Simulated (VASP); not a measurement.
# Ta4N: relaxation of cell and atoms with PBE

Ta4N:

```
CELL_PARAMETERS angstrom
4.29087 0.00000 0.00000
0.00000 4.29087 0.00000
0.00000 0.00000 4.29087
ATOMIC_POSITIONS crystal
Ta 0.50000 0.00000 0.00000
Ta 0.00000 0.50000 0.00000
Ta 0.00000 0.00000 0.50000
Ta 0.50000 0.50000 0.50000
N 0.00000 0.00000 0.00000
```

The cell was built from a structure type or drawn by symmetry, and may not be a known phase.

```yaml
Program: VASP 6.6.1
Task: relaxation of cell and atoms
Functional: PBE
Potentials_or_basis: VASP PAW PBE potentials, release 64 (Ta_pv, N)
Cutoff: 600 eV
k_mesh: 10 × 10 × 10
Occupations: gaussian, width 0.1 eV
Spin: no spin polarisation
Dipole_correction: no
Further_INCAR_settings: ALGO = Normal; EDIFF = 1e-06; IBRION = 2; EDIFFG = -0.01; NSW = 100; ISIF = 3
```

```yaml
Relaxed_volume: 15.82 Å³/atom
Relaxed_cell: a = 4.292 Å, b = 4.292 Å, c = 4.292 Å, α = 90.00°, β = 90.00°, γ = 90.00°
Space_group_after_relaxing_to_0.1_Å: Pm-3m (No. 221)
Energy_gained_by_relaxing: 0.0 meV/atom
Ionic_steps: 3
Pressure_after_relaxing: 0.0 GPa
Band_gap_on_the_k_mesh: zero (an odd number of electrons rules out a gap without spin polarisation)
```

Final structure:
```
CELL_PARAMETERS angstrom
4.29224 0.00000 0.00000
0.00000 4.29224 0.00000
0.00000 0.00000 4.29224
ATOMIC_POSITIONS crystal
Ta 0.50000 0.00000 0.00000
Ta 0.00000 0.50000 0.00000
Ta 0.00000 0.00000 0.50000
Ta 0.50000 0.50000 0.50000
N 0.00000 0.00000 0.00000
```

Levels at points of the mesh, in eV from the Fermi level:
```tsv
k point	band 23	band 24	band 25	band 26	band 27	band 28
(0.00, 0.00, 0.00)	-0.05	-0.05	-0.05	2.47	2.47	3.83
(0.50, 0.00, 0.00)	-1.68	0.10	0.10	0.19	1.04	1.58
(0.50, 0.50, 0.00)	-1.44	-1.04	-0.37	-0.37	1.40	1.50
(0.50, 0.50, 0.50)	-0.15	0.03	0.03	0.20	0.20	0.20
```

Wall time 4.1 min on 1 thread of AMD EPYC 7R43 64-Core Processor (Zen 3), with other jobs on the host, peak memory 0.26 GiB.

Caveat: spin-orbit coupling is left out, which moves the levels of the heavy elements.
